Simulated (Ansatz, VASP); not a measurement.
**One calculation of Cl, two programs**

File INCAR:

```
SYSTEM = Cl
PREC = Accurate
ENCUT = 520
EDIFF = 1E-6
ISMEAR = -1
SIGMA = 0.1
LREAL = .FALSE.
LASPH = .TRUE.
NELM = 60
ALGO = Normal
ISIF = 2
LWAVE = .FALSE.
LCHARG = .TRUE.
GGA = PE
LELF = .TRUE.
LVHAR = .TRUE.
NBANDS = 10
```

File KPOINTS:

```
regular mesh
0
G
  14 14 13
  0 0 0
```

Contents of POSCAR:

```
Cl
1.0
    2.6171876555      0.0000000000      0.0000000000
   -1.3085938277      2.2665509961      0.0000000000
    0.0000000000      0.0000000000      2.0730235428
Cl
1
Direct
    0.0000000000      0.0000000000      0.0000000000
```

Input for Ansatz:

```yaml
crystal:
  lattice:
    - [2.6171876555, 0.0, 0.0]
    - [-1.3085938277, 2.2665509961, 0.0]
    - [0.0, 0.0, 2.0730235428]
  atoms:
    - { symbol: Cl, position: [0.0, 0.0, 0.0] }
kpoints:
  mp_grid: { grid: [14, 14, 13] }
  band_path:
    path:
      - [0.0, 0.0, 0.0]
      - [0.5, 0.0, 0.0]
      - [0.3333333333, 0.3333333333, 0.0]
      - [0.0, 0.0, 0.0]
      - [0.0, 0.0, 0.5]
      - [0.5, 0.0, 0.5]
      - [0.3333333333, 0.3333333333, 0.5]
      - [0.0, 0.0, 0.5]
      - [0.5, 0.0, 0.5]
    npoints: 8
scf:
  occupations: { method: fermi_dirac, width: 0.1 }
hamiltonian:
  xc: pbe
  pseudopotentials: { kind: paw }
output:
  forces: true
  stress: true
  eigenvalues: true
  populations: true
  dos: { projected: true, de: 0.2, e_range: [-14, 8] }
```

Change from the starting cell: volume scaled by 0.4, PAW files.

Alike in both runs: task single point; functional PBE; k mesh 14 × 14 × 13; occupations fermi-dirac, width 0.1 eV; no spin polarisation.

```csv
,VASP,Ansatz
version,VASP 6.6.1,Ansatz 0.2.0
potentials or method,"VASP PAW PBE potentials, release 64 (Cl)","PAW with Ansatz's default frozen-core files, scalar-relativistic"
plane-wave cutoff (eV),520,420
valence electrons in the cell,7,7
```

|  | VASP | Ansatz | Ansatz less VASP |
| --- | --- | --- | --- |
| pressure (GPa) | 89.2 | 90.0 | +0.85 |
| traceless stress, the component that is largest in VASP (GPa) | -0.96 | 0.15 | +1.108 |

Both programs put the cell under a high pressure, so it lies far from rest at this level.

Noted on VASP's run: the cell as given lies far from equilibrium.
